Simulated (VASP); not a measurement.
**Hf: single point with PBE**

The system is Hf.

```
Hf
1.0
    -1.76815    1.76815    1.76815
     1.76815   -1.76815    1.76815
     1.76815    1.76815   -1.76815
Hf
1
Direct
  0.00000 0.00000 0.00000
```

```json
{
  "Program": "VASP 6.6.1",
  "Task": "single point",
  "Functional": "PBE",
  "Potentials or basis": "VASP PAW PBE potentials, release 64 (Hf_pv)",
  "Cutoff": "500 eV",
  "k mesh": "11 × 11 × 11",
  "Occupations": "methfessel-paxton, width 0.1 eV",
  "Spin": "no spin polarisation"
}
```

```yaml
Pressure: 0.2 GPa
Band_gap_on_the_k_mesh: zero (band 5 reaches 6.20 eV, above the bottom of band 6 at 3.81 eV)
```

Levels at points of the mesh, in eV from the Fermi level:
```tsv
k point	band 3	band 4	band 5	band 6	band 7	band 8
(0.00, 0.00, 0.00)	-29.76	-7.06	1.56	1.56	1.56	4.38
```

It took 15 s on 1 thread of Intel Xeon 8259CL, on a shared host, peak memory 0.14 GiB.

Caveat: spin-orbit coupling is left out, which moves the levels of the heavy elements.
